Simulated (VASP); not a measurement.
Runs of VASP 6.6.1 on Ta4O. The typed cell holds 5 atoms: a = 3.232 Å, b = 3.261 Å, c = 7.384 Å, α = 90.85°, β = 88.98°, γ = 90.54°. 

```csv
k mesh,gap on the mesh (eV),pressure (GPa),largest force (eV/Å)
2 × 2 × 1,0.20,(b),4.31
1 × 1 × 1,(c),(a),5.35
6 × 6 × 2,none,0.0,2.88
4 × 4 × 2,none,0.2,2.84
```

Alike in all rows: task single point; level PBEsol; potentials or basis VASP PAW PBE potentials, release 64 (Ta_pv, O); no spin polarisation; cell as given; cutoff (eV) 520; smearing gaussian 0.1 eV.

**Question.** Fill in the values left out.

**Answer.** (a) 1.4; (b) 3.0; (c) 0.04.

Caveats: all runs use coarse meshes; the PAW data sets were made with another functional, which shifts forces and pressure a little; spin-orbit coupling is left out, which moves the levels of the heavy elements.

A k mesh can miss the band edges, and the runs leave out spin-orbit coupling on Ta.

A gap of «none» marks levels without a gap at the run's occupations.
